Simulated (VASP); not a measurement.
# C (I4_1/amd) in VASP: single point with PBE

Aim: the single point of C with PBE.

Program: VASP 6.6.1. These are calculated values, not measurements. Logs are shortened: lines on timing, memory, paths and dates and some standing lists are left out, and cuts for length are marked.

### 1 The cell of the first run

The structure is tetragonal, space group I4_1/amd (No. 141). Conventional cell: a = 3.857 Å, b = 3.857 Å, c = 2.094 Å, α = 90.00°, β = 90.00°, γ = 90.00°. Within 2.6 Å of C (site symmetry -4m2) lie 10 C at 2.00 to 2.49 Å.

### 2 Single point, PBE (Ge replaced by C, lengths x 0.780, strained)

Contents of INCAR:

```
ALGO     = Normal         # electronic algorithm
EDIFF    = 1E-7           # SCF threshold, eV
ENCUT    = 520            # plane-wave cutoff, eV
GGA      = PE             # functional
ISIF     = 2              # what is computed and relaxed
ISMEAR   = 0              # smearing method
LASPH    = T              # aspherical terms in the spheres
LCHARG   = F              # write CHGCAR
LREAL    = F              # projectors in reciprocal space
LWAVE    = F              # write WAVECAR
NBANDS   = 11             # bands
NELM     = 100            # most SCF steps
PREC     = Accurate       # precision mode
SIGMA    = 0.1            # smearing width, eV
```

Contents of KPOINTS:

```
k-points
0
Gamma
  22 22 22
```

Contents of POSCAR:

```
C
1.0
   -1.9285811424      1.9285811424      1.0468185800
    1.9285811424     -1.9285811424      1.0468185800
    1.9285811424      1.9285811424     -1.0468185800
C
2
Direct
    0.2500000000      0.7500000000      0.5000000000
    0.5000000000      0.5000000000      0.0000000000
```

Potentials or basis: VASP PAW PBE potentials, release 64 (C).

Command:

```bash
cat potpaw_PBE.64/C/POTCAR > POTCAR
mpirun -np 1 vasp_std > vasp.out
```

OUTCAR:

```text
EDIFF = 1E-7
   ENCUT = 520
   GGA = PE
   ISIF = 2
   ISMEAR = 0
   LASPH = T
   LREAL = F
   NELM = 100
   PREC = Accurate

 ion  position               nearest neighbor table
   1  0.250  0.750  0.500-   2 2.00   2 2.00   2 2.00   2 2.00
   2  0.500  0.500  0.000-   1 2.00   1 2.00   1 2.00   1 2.00

  LATTYP: Found a body centered tetragonal cell.
 ALAT       =     3.8571622848
 C/A-ratio  =     0.5427920853

  Lattice vectors:

 A1 = (  -1.9285811424,   1.9285811424,   1.0468185800)
 A2 = (   1.9285811424,  -1.9285811424,   1.0468185800)
 A3 = (   1.9285811424,   1.9285811424,  -1.0468185800)

Analysis of symmetry for initial positions (statically):
=====================================================================
 Subroutine PRICEL returns:
 Original cell was already a primitive cell.

 Routine SETGRP: Setting up the symmetry group for a
 body centered tetragonal supercell.

 Subroutine GETGRP returns: Found 16 space group operations
 (whereof  8 operations were pure point group operations)
 out of a pool of 16 trial point group operations.

The static configuration has the point symmetry D_2d.
 The point group associated with its full space group is D_4h.

Analysis of symmetry for dynamics (positions and initial velocities):
=====================================================================
 Subroutine PRICEL returns:
 Original cell was already a primitive cell.

 Routine SETGRP: Setting up the symmetry group for a
 body centered tetragonal supercell.

 Subroutine GETGRP returns: Found 16 space group operations
 (whereof  8 operations were pure point group operations)
 out of a pool of 16 trial point group operations.

The dynamic configuration has the point symmetry D_2d.
 The point group associated with its full space group is D_4h.

 Subroutine INISYM returns: Found 16 space group operations
 (whereof  8 operations are pure point group operations),
 and found     1 'primitive' translations

----------------------------------------------------------------------------------------

                                     Primitive cell

  volume of cell :      15.5743

  direct lattice vectors                    reciprocal lattice vectors
    -1.928581142  1.928581142  1.046818580     0.000000000  0.259257953  0.477637682
     1.928581142 -1.928581142  1.046818580     0.259257953  0.000000000  0.477637682
     1.928581142  1.928581142 -1.046818580     0.259257953  0.259257953  0.000000000

  length of vectors
     2.921417393  2.921417393  2.921417393     0.543463377  0.543463377  0.366646114

  position of ions in fractional coordinates (direct lattice)
     0.250000000  0.750000000  0.500000000
     0.500000000  0.500000000  0.000000000

  ion indices of the primitive-cell ions
   primitive index   ion index
                 1           1
                 2           2

----------------------------------------------------------------------------------------

 KPOINTS: k-points

Automatic generation of k-mesh.
 Grid dimensions read from file:
 generate k-points for:   22   22   22

 Generating k-lattice:

  Cartesian coordinates                     Fractional coordinates (reciprocal lattice)
     0.000000000  0.011784452  0.021710804     0.045454545  0.000000000  0.000000000
     0.011784452  0.000000000  0.021710804     0.000000000  0.045454545  0.000000000
     0.011784452  0.011784452  0.000000000     0.000000000  0.000000000  0.045454545

  Length of vectors
     0.024702881  0.024702881  0.016665732

  Shift w.r.t. Gamma in fractional coordinates (k-lattice)
     0.000000000  0.000000000  0.000000000

 Subroutine IBZKPT returns following result:
 ===========================================

 Found    834 irreducible k-points:

 Following reciprocal coordinates:
            Coordinates               Weight
  0.000000  0.000000  0.000000      1.000000
  0.045455  0.000000  0.000000      8.000000
  0.090909  0.000000  0.000000      8.000000
  0.136364 -0.000000  0.000000      8.000000
  0.181818  0.000000  0.000000      8.000000
  0.227273 -0.000000  0.000000      8.000000
[... 16 lines left out ...]
  0.500000  0.045455 -0.000000     16.000000
 -0.454545  0.045455  0.000000     16.000000
 [... further k-points ...]
   k-points           NKPTS =    834   k-points in BZ     NKDIM =    834   number of bands    NBANDS=     11
   number of dos      NEDOS =    301   number of ions     NIONS =      2
   total plane-waves  NPLWV =  13824
   dimension x,y,z NGX =    24 NGY =   24 NGZ =   24
   dimension x,y,z NGXF=    48 NGYF=   48 NGZF=   48
   ions per type =               2
   NGX,Y,Z   is equivalent  to a cutoff of  13.66, 13.66, 13.66 a.u.
   NGXF,Y,Z  is equivalent  to a cutoff of  27.31, 27.31, 27.31 a.u.
 SYSTEM =  unknown system
   PREC   = accura    normal or accurate (medium, high low for compatibility)
   ISTART =      0    job   : 0-new  1-cont  2-samecut
   ICHARG =      2    charge: 1-file 2-atom 10-const
   ISPIN  =      1    spin polarized calculation?
   LNONCOLLINEAR =      F non collinear calculations
   LSORBIT =      F    spin-orbit coupling
   LASPH  =      T    aspherical Exc in radial PAW
   ENCUT  =  520.0 eV  38.22 Ry    6.18 a.u.   5.43  5.43  5.43*2*pi/ulx,y,z
   NELM   =    100;   NELMIN=  2; NELMDL= -5     # of ELM steps
   EDIFF  = 0.1E-06   stopping-criterion for ELM
   LREAL  =      F    real-space projection
   EDIFFG = 0.1E-05   stopping-criterion for IOM
   NSW    =      0    number of steps for IOM
   IBRION =     -1    ionic relax: 0-MD 1-quasi-New 2-CG
   NFREE  =      0    steps in history (QN), initial steepest desc. (CG)
   ISIF   =      2    stress and relaxation
   ISYM   =      2    0-nonsym 1-usesym 2-fastsym
   POTIM  = 0.5000    time-step for ionic-motion
   TEBEG  =    0.0;   TEEND  =   0.0 temperature during run
   PSTRESS=    0.0 pullay stress
   NELECT =       8.0000    total number of electrons
   NUPDOWN=      -1.0000    fix difference up-down
   EMIN   =  10.00;   EMAX   =-10.00  energy-range for DOS
   EFERMI =   0.00;   METHOD = LEGACY
   ISMEAR =     0;   SIGMA  =   0.10  broadening in eV -4-tet -1-fermi 0-gaus
   EFERMI_NEDOS =   21; number of points for ismear=-14 and -15
   IALGO  =     38    algorithm
   IMIX   =      4    mixing-type and parameters
     AMIX     =   0.40;   BMIX     =  1.00
     AMIX_MAG =   1.60;   BMIX_MAG =  1.00
  volume/ion in A,a.u.               =       7.79        52.55
  Fermi-wavevector in a.u.,A,eV,Ry     =   1.311100  2.477619 23.388179  1.718983
  Thomas-Fermi vector in A             =   2.441585
   LORBIT       =      0    0 simple, 1 ext, 2 COOP (PROOUT), +10 PAW based schemes
   GGA     = PE    functional components
   LHFCALC =     F    Hartree Fock is set to
   AEXX    =    0.0000 exact exchange contribution
   IVDW    =     0    specifies the selected vdW correction
   LEPSILON=     F    determine dielectric tensor
   LRPA    =     F    only Hartree local field effects (RPA)
 non-spin polarized calculation
 Gauss-broadening in eV      SIGMA  =   0.10
  energy-cutoff  :      520.00
  volume of cell :       15.57
 maximum number of plane-waves:       436
 NGX is ok and might be reduce to    24
   NGX = 11   NGY = 11   NGZ = 11

 number of electron       8.0000000 magnetization

 Free energy of the ion-electron system (eV)
  ---------------------------------------------------
  ext. energy  EPLUGINS =         0.00000000
  ---------------------------------------------------
  free energy    TOTEN  =       -11.44827931 eV

  energy without entropy =      -11.44562788  energy(sigma->0) =      -11.44695359

 E-fermi :   6.3050     XC(G=0): -12.2761

 val. band max:        6.3023474098   @ k =   0.3182   0.0455   0.0455
 cond. band min:       6.3051940545   @ k =  -0.0909   0.1364   0.0909
 fundamental gap:      0.0028466447
 Fermi energy:         6.3050490806

 k-point     1 :       0.0000    0.0000    0.0000
  band No.  band energies     occupation
      1     -11.3232      2.00000
      2       2.7400      2.00000
      3       2.7400      2.00000
      4       3.1512      2.00000
      5      13.5083      0.00000
      6      13.5083      0.00000
      7      13.6746      0.00000
      8      13.7203      0.00000
      9      15.8762      0.00000
     10      30.6104      0.00000
     11      31.6805      0.00000

 k-point     2 :       0.0455    0.0000    0.0000
  band No.  band energies     occupation
      1     -11.2472      2.00000
      2       2.3500      2.00000
      3       2.7452      2.00000
      4       3.6455      2.00000
      5      13.2481      0.00000
      6      13.4916      0.00000
      7      13.5104      0.00000
      8      13.6216      0.00000
      9      16.0219      0.00000
     10      30.7067      0.00000
     11      31.6998      0.00000

 k-point     3 :       0.0909    0.0000    0.0000
  band No.  band energies     occupation
      1     -11.0196      2.00000
      2       1.9150      2.00000
      3       2.7645      2.00000
      4       4.3885      2.00000
      5      12.5617      0.00000
      6      12.8480      0.00000
      7      13.4140      0.00000
      8      13.5086      0.00000
      9      16.4532      0.00000
     10      30.4692      0.00000
     11      31.5669      0.00000
[... 267 lines left out ...]
 k-point    23 :       0.5000    0.0455   -0.0000
  band No.  band energies     occupation
      1      -3.6944      2.00000
      2      -1.1471      2.00000
      3       2.5813      2.00000
      4       3.8309      2.00000
      5       4.8983      2.00000
      6      10.1753      0.00000
      7      11.4331      0.00000
      8      12.1529      0.00000
      9      22.5147      0.00000
     10      23.8229      0.00000
     11      28.0268      0.00000

 k-point    24 :      -0.4545    0.0455    0.0000
  band No.  band energies     occupation
      1      -5.0107      2.00000
      2       0.1879      2.00000
      3       2.2953      2.00000
      4       3.7638      2.00000
      5       5.5443      2.00000
      6      10.2658      0.00000
      7      11.7635      0.00000
      8      11.8158      0.00000
      9      22.4466      0.00000
     10      23.9219      0.00000
     11      28.6174      0.00000

 [... further k-points ...]

------------------------ aborting loop because EDIFF is reached ----------------------------------------

  FORCE on cell =-STRESS in cart. coord.  units (eV):
  Direction    XX          YY          ZZ          XY          YZ          ZX
  --------------------------------------------------------------------------------------
  -------------------------------------------------------------------------------------
  Total       -6.0252515     -6.0252515     -3.2525769      0.0000000      0.0000000      0.0000000
  in kB     -619.8384504   -619.8384504   -334.6038288      0.0000000      0.0000000      0.0000000
  external PRESSURE =    -524.7602432 kB  Pullay stress =       0.0000000 kB

 VOLUME and BASIS-vectors are now :
 -----------------------------------------------------------------------------
  energy-cutoff  :      520.00
  volume of cell :       15.57
      direct lattice vectors                 reciprocal lattice vectors
    -1.928581142  1.928581142  1.046818580     0.000000000  0.259257953  0.477637682
     1.928581142 -1.928581142  1.046818580     0.259257953  0.000000000  0.477637682
     1.928581142  1.928581142 -1.046818580     0.259257953  0.259257953  0.000000000

 POSITION                                       TOTAL-FORCE (eV/Angst)
 -----------------------------------------------------------------------------------
      1.92858     -0.00000      0.52341        -0.000000     -0.000000     -0.000000
      0.00000      0.00000      1.04682         0.000000      0.000000      0.000000
 -----------------------------------------------------------------------------------
    total drift:                               -0.000000     -0.000000     -0.000000

  FREE ENERGIE OF THE ION-ELECTRON SYSTEM (eV)
  ---------------------------------------------------
  free  energy   TOTEN  =       -11.4482793075 eV

  energy  without entropy=      -11.4456278818  energy(sigma->0) =      -11.44695359
```

It took 1.8 min on 1 thread of Intel Xeon Platinum 8375C at 2.90GHz (Ice Lake), shared host; peak memory 0.22 GiB.

Results:

```
Free energy            : -11.4483 eV
Pressure               : -52.5 GPa
Band gap on the k mesh : zero (band 4 reaches 8.44 eV, above the bottom of band 5 at 1.50 eV)
```

Levels at points of the mesh, in eV from the Fermi level:
| k point | band 1 | band 2 | band 3 | band 4 | band 5 | band 6 | band 7 | band 8 | band 9 |
| --- | --- | --- | --- | --- | --- | --- | --- | --- | --- |
| (0.00, 0.00, 0.00) | -17.63 | -3.57 | -3.57 | -3.15 | 7.20 | 7.20 | 7.37 | 7.42 | 9.57 |
| (0.50, 0.00, 0.00) | -9.31 | -8.22 | -3.01 | -2.29 | -2.22 | 3.94 | 4.91 | 5.87 | 16.24 |
| (0.50, 0.50, 0.00) | -13.54 | -13.54 | 0.31 | 0.31 | 3.16 | 3.16 | 7.28 | 7.28 | 21.48 |
| (0.50, 0.50, 0.50) | -10.43 | -10.43 | -8.26 | -8.26 | 6.55 | 6.55 | 9.40 | 9.40 | 25.90 |

Caveat: the cell differs from its parent crystal (Ge replaced by C, lengths x 0.780, strained).
